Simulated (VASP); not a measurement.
Ba4Ti4O12F (a cell with a defect): single point with PBE+D3(BJ)

System: Ba4Ti4O12F (a cell with a defect).

```
Ba Ti O F
1.0
    -4.00768    4.00768    4.00768
     4.00768   -4.00768    4.00768
     4.00768    4.00768   -4.00768
Ba Ti O F
4 4 12 1
Direct
  0.47184 0.49911 0.51996
  0.02430 0.05554 0.53146
  0.01393 0.49529 0.99264
  0.47985 0.96979 0.99618
  0.97953 0.99348 0.00738
  0.54589 0.48211 0.03915
  0.47400 0.98711 0.48506
  0.97515 0.51317 0.50636
  0.01807 0.24136 0.25380
  0.25440 0.01208 0.26219
  0.27810 0.27085 0.01779
  0.47946 0.76708 0.25284
  0.75338 0.38433 0.15136
  0.75754 0.75251 0.02427
  0.48929 0.26560 0.74445
  0.75081 0.00335 0.76311
  0.74176 0.26663 0.49732
  0.01410 0.76062 0.78313
  0.22023 0.50829 0.72287
  0.23170 0.76479 0.49636
  0.75235 0.66163 0.40543
```

```
Program             : VASP 6.6.1
Task                : single point
Functional          : PBE
Dispersion          : D3(BJ)
Potentials or basis : VASP PAW PBE potentials, release 64 (Ba_sv, Ti_sv, O, F)
Cutoff              : 520 eV
k mesh              : 2 × 2 × 2
Occupations         : gaussian, width 0.05 eV
Spin                : no spin polarisation
```

| Quantity | Value |
| --- | --- |
| Largest force | 0.259 eV/Å |
| Dispersion energy per atom | -0.261 eV |

Forces in eV/Å, atoms in the order of the input:
```
Ba  -0.007  0.024  0.018
Ba  -0.054  0.025 -0.036
Ba  -0.037 -0.002  0.076
Ba  -0.039 -0.013  0.005
Ti  -0.062  0.018  0.062
Ti   0.080 -0.012  0.061
Ti   0.043  0.085  0.015
Ti  -0.053 -0.045  0.035
O    0.057 -0.110 -0.054
O   -0.003 -0.054 -0.030
O    0.021  0.013 -0.104
O   -0.065  0.092  0.028
O    0.220  0.041  0.131
O   -0.002 -0.019 -0.003
O   -0.042  0.109 -0.044
O   -0.011 -0.040  0.020
O    0.007 -0.031 -0.056
O    0.043 -0.088  0.017
O    0.047 -0.006 -0.012
O   -0.015  0.032 -0.003
F   -0.127 -0.018 -0.127
```

Levels at points of the mesh, in eV from the Fermi level:
```
           k point  band 80  band 81  band 82  band 83  band 84  band 85  band 86  band 87  band 88  band 89
(0.00, 0.00, 0.00)    -0.73    -0.64    -0.58    -0.51    -0.36     1.84     2.05     2.79     3.05     3.15
(0.50, 0.00, 0.00)    -1.02    -0.86    -0.76    -0.60    -0.54     2.53     2.62     2.72     2.80     2.90
(0.00, 0.50, 0.00)    -1.11    -0.90    -0.82    -0.74    -0.38     2.41     2.56     2.74     2.84     2.90
(0.00, 0.00, 0.50)    -1.01    -0.98    -0.75    -0.64    -0.49     2.31     2.35     2.53     2.74     2.83
(0.50, 0.00, 0.50)    -1.08    -0.91    -0.81    -0.73    -0.36     2.38     2.59     2.78     2.79     2.82
(0.50, 0.50, 0.00)    -1.00    -0.93    -0.86    -0.73    -0.55     2.37     2.41     2.56     2.71     2.86
(0.00, 0.50, 0.50)    -1.01    -0.84    -0.78    -0.62    -0.54     2.50     2.70     2.75     2.81     2.84
(0.50, 0.50, 0.50)    -0.82    -0.76    -0.70    -0.67    -0.29     1.92     1.94     2.75     2.99     3.11
```

Wall time 8.9 min on 1 thread of Intel(R) Xeon(R) Platinum 8124M CPU @ 3.00GHz (Skylake/Cascade Lake), with other jobs on the host, peak memory 0.48 GiB.

Caveat: the k points lie up to 0.55 Å⁻¹ apart; the cell carries a net charge on a neutralising background, which shifts energy and pressure; the cell is charged against a uniform background, so pressure and absolute levels hang on convention; spin-orbit coupling is left out, which moves the levels of the heavy elements.
